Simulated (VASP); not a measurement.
Here is a VASP 6.6.1 calculation.

INCAR

```
ALGO = Normal ; EDIFF = 1E-7
ENCUT = 520 ; GGA = CA
ISIF = 2 ; ISMEAR = 1
LASPH = T ; LCHARG = F
LREAL = F ; LWAVE = F
NBANDS = 12 ; NELM = 100
PREC = Accurate ; SIGMA = 0.05
```

KPOINTS

```
k-points
0
Gamma
  10 10 10
```

The input POSCAR:

```
Ti
1.0
    0.0217680000      1.9986910000      2.0313150000
    2.0064570000      0.0029940000      2.0500890000
    2.0395050000      2.0505140000     -0.0300550000
Ti
1
Direct
   -0.0156700000      0.0038100000      0.0066290000
```

Potentials or basis: VASP PAW LDA potentials, release 64 (Ti_sv).

The run is started by

```bash
$ cat potpaw_LDA.64/Ti_sv/POTCAR > POTCAR
$ mpirun -np 1 vasp_std > vasp.out
```

(1) Predict the band gap on the k mesh.

(2) Estimate the pressure.

Results:

(1) zero (band 6 reaches 9.11 eV, above the bottom of band 7 at 8.03 eV).

(2) -5.1 GPa.
